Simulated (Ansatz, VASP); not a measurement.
Given: the input of a run of VASP 6.6.1 on NiO.

Contents of INCAR:

```
ALGO = Normal
EDIFF = 1E-7
ENCUT = 520
GGA = PS
ISIF = 2
ISMEAR = -1
ISPIN = 2
LASPH = T
LCHARG = T
LELF = T
LMAXMIX = 4
LORBIT = 11
LREAL = F
LVHAR = T
LWAVE = F
MAGMOM = 1 0
NBANDS = 19
NELM = 100
PREC = Accurate
SIGMA = 0.05
```

Contents of KPOINTS:

```
k-points
0
Gamma
  11 11 11
```

File POSCAR:

```
NiO
1.0
    0.0000000000      2.0859016414      2.0859016414
    2.0859016414      0.0000000000      2.0859016414
    2.0859016414      2.0859016414      0.0000000000
Ni O
1 1
Direct
    0.0000000000      0.0000000000      0.0000000000
    0.5000000000      0.5000000000      0.5000000000
```

Potentials or basis: VASP PAW PBE potentials, release 64 (Ni, O).

The run is started by

```bash
$ cat potpaw_PBE.64/Ni/POTCAR potpaw_PBE.64/O/POTCAR > POTCAR
$ mpirun -np 1 vasp_std > vasp.out
```

Task: Translate it to Ansatz 0.2.0. Potentials there: Ansatz PAW.

Result: As run (the cutoff follows the program's own potentials):

File input.yaml:

```yaml
crystal:
  lattice:
    - [0.0, 2.0859016414, 2.0859016414]
    - [2.0859016414, 0.0, 2.0859016414]
    - [2.0859016414, 2.0859016414, 0.0]
  atoms:
    - { symbol: Ni, position: [0.0, 0.0, 0.0], spin: 1.0 }
    - { symbol: O, position: [0.5, 0.5, 0.5] }
hamiltonian:
  xc: pbesol
  pseudopotentials: { kind: paw }
magnetization:
  spin_polarized: true
kpoints:
  mp_grid: { grid: [11, 11, 11] }
scf:
  occupations: { method: fermi_dirac, width: 0.05 }
output:
  forces: true
  stress: true
  eigenvalues: true
```

Potentials or basis: Ansatz PAW.

Command:

```console
$ ansatz run input.yaml --threads 2 --pin off --max-ram 5632MiB --backend cpu --events-out ev --progress --plain --runs-dir out
```

Both were run:

|  | VASP | Ansatz | Ansatz less VASP |
| --- | --- | --- | --- |
| gap on the k mesh at the Fermi level (eV) | none | none | - |
| pressure (GPa) | -7.6 | -7.4 | +0.25 |
| net moment per atom (μB) | 0.67 | 0.70 | +0.030 |
| size of the moment on the site where the two differ most (μB) | 1.12 | 1.15 | +0.025 |

VASP's potentials were made for PBE, not for PBEsol. Site moments also hang on the region over which each program counts them. A gap of «none» marks a metal or a gap that the smearing closes. VASP's potentials hold 16 valence electrons a cell and Ansatz's 24, so a difference there can come from the potentials and not from the codes.
